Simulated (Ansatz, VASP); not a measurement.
# Rb3Cl2 in VASP and in Ansatz

```
Rb Cl
1.0
     2.39763    1.38427   11.95898
    -2.39763    1.38427   11.95898
     0.00000   -2.76855   11.95898
Rb Cl
3 2
Direct
  0.00000 0.00000 0.00000
  0.22630 0.22630 0.22630
  0.77370 0.77370 0.77370
  0.38670 0.38670 0.38670
  0.61330 0.61330 0.61330
```

Alike in both runs: functional PBE; k mesh 6 × 6 × 6; occupations gaussian, width 0.1 eV; no spin polarisation.

Ansatz relaxed the structure, and its values are those at the end. VASP's run is a single point on that final structure, the one shown.

```csv
,VASP,Ansatz
version,VASP 6.6.1,Ansatz 0.2.0
potentials or method,"VASP PAW PBE potentials, release 64 (Rb_sv, Cl), cutoff 520 eV","scalar-relativistic, plane waves, PAW"
valence electrons in the cell,41,41
```

Ansatz gave:

| Quantity | Value |
| --- | --- |
| gap on the k mesh at the Fermi level (eV) | none |
| pressure (GPa) | 0.0 |
| rms of the force components (eV/Å) | 0.004 |

Q: Estimate VASP's values.

A: gap on the k mesh at the Fermi level (eV): none; pressure (GPa): 0.0; rms of the force components (eV/Å): 0.003.

A gap of «none» marks a metal or a gap that the smearing closes. With one functional, cell and mesh, what is left measures potentials, basis and numerics.
